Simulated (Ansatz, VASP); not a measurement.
HfO2 in VASP and in Ansatz

POSCAR

```
HfO2
1.0
    3.4695196014      0.0000000000      0.0000000000
    0.0000000000      3.4695196014      0.0000000000
    0.0000000000      0.0000000000      5.2886718112
Hf O
2 4
Direct
    0.5000000000      0.5000000000      0.5000000000
    0.0000000000      0.0000000000      0.0000000000
    0.0000000000      0.5000000000      0.6981617927
    0.5000000000      0.0000000000      0.8018382073
    0.5000000000      0.0000000000      0.3018382073
    0.0000000000      0.5000000000      0.1981617927
```

Contents of INCAR.step1:

```
SYSTEM = HfO2
  ALGO = Normal
  EDIFF = 1E-4
  ENCUT = 520
  GGA = PE
  ISMEAR = 0
  LASPH = .True.
  LCHARG = .False.
  LREAL = .False.
  LWAVE = .True.
  NBANDS = 31
  NELM = 80
  PREC = Accurate
  SIGMA = 0.02
```

File INCAR.step2:

```
SYSTEM = HfO2
  ALGO = Normal
  EDIFF = 1E-6
  ENCUT = 520
  ISIF = 2
  ISMEAR = 0
  ISTART = 1
  LASPH = .True.
  LCHARG = .True.
  LELF = .True.
  LMIXTAU = .True.
  LREAL = .False.
  LVHAR = .True.
  LWAVE = .False.
  METAGGA = R2SCAN
  NBANDS = 31
  NELM = 80
  PREC = Accurate
  SIGMA = 0.02
```

The input KPOINTS:

```
k-points
0
Gamma
  6 6 6
  0 0 0
```

Input for Ansatz:

```yaml
crystal:
  lattice:
    - [3.4695196014, 0.0, 0.0]
    - [0.0, 3.4695196014, 0.0]
    - [0.0, 0.0, 5.2886718112]
  atoms:
    - { symbol: Hf, position: [0.5, 0.5, 0.5] }
    - { symbol: Hf, position: [0.0, 0.0, 0.0] }
    - { symbol: O, position: [0.0, 0.5, 0.6981617927] }
    - { symbol: O, position: [0.5, 0.0, 0.8018382073] }
    - { symbol: O, position: [0.5, 0.0, 0.3018382073] }
    - { symbol: O, position: [0.0, 0.5, 0.1981617927] }
basis:
  ecutwfc: 500
kpoints:
  mp_grid: { grid: [6, 6, 6] }
  band_path: { path: [VBM, CBM], npoints: 2 }
hamiltonian:
  xc: r2scan
scf:
  occupations: { method: gaussian, width: 0.02 }
output:
  forces: true
  stress: true
  eigenvalues: true
checkpoint:
  read: start.run
  write: ck
  compress: false
  write_wavefunctions: false
  write_every: 100000
```

Alike in both runs: task single point; functional r2SCAN; k mesh 6 × 6 × 6; occupations gaussian, width 0.02 eV; no spin polarisation.

|  | VASP | Ansatz |
| --- | --- | --- |
| version | VASP 6.6.1 | Ansatz 0.2.0 |
| potentials or method | VASP PAW PBE potentials, release 64 (Hf_pv, O), cutoff 520 eV | scalar-relativistic, plane waves, PAW |
| valence electrons in the cell | 44 | 76 |

|  | VASP | Ansatz | Ansatz less VASP |
| --- | --- | --- | --- |
| gap on the k mesh at the Fermi level (eV) | 5.27 | 5.25 | -0.025 |
| least direct gap on the mesh (eV) | 5.33 | 5.34 | +0.012 |
| pressure (GPa) | 9.5 | 13.3 | +3.79 |
| traceless stress, the component that is largest in VASP (GPa) | -13.41 | -13.27 | +0.140 |
| rms of the force components (eV/Å) | 0.032 | 0.000 | -0.0320 |

VASP's potentials were made for PBE, not for r2SCAN. Atom by atom the forces differ by 0.032 eV/Å (rms over components). VASP's potentials hold 44 valence electrons a cell and Ansatz's 76, so a difference there can come from the potentials and not from the codes.

Spin-orbit coupling is off throughout.
